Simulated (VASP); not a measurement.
Here is a VASP 6.6.1 calculation.

The input INCAR:

```
SYSTEM = LiF
PREC = Accurate
ENCUT = 750
EDIFF = 1E-6
ISMEAR = 0
SIGMA = 0.02
LREAL = .False.
LASPH = .True.
NELM = 120
ALGO = Normal
ISIF = 2
LWAVE = .False.
LCHARG = .False.
NBANDS = 12
GGA_COMPAT = .False.
```

The input KPOINTS:

```
Automatic mesh
0
Gamma
  10 10 10
  0 0 0
```

File POSCAR:

```
LiF
1.0
    0.0000000000      1.9536223519      1.9536223519
    1.9536223519      0.0000000000      1.9536223519
    1.9536223519      1.9536223519      0.0000000000
Li F
1 1
Direct
    0.0000000000      0.0000000000      0.0000000000
    0.5000000000      0.5000000000      0.5000000000
```

Potentials or basis: VASP PAW LDA potentials, release 64 (Li_sv, F).

Run with:

```bash
$ cat potpaw_LDA.64/Li_sv/POTCAR potpaw_LDA.64/F/POTCAR > POTCAR
$ mpirun -np 1 vasp_std > vasp.out
```

(1) Predict the band gap on the k mesh.

(2) Estimate the pressure.

Results:

(1) 9.69 eV.

(2) -0.4 GPa.
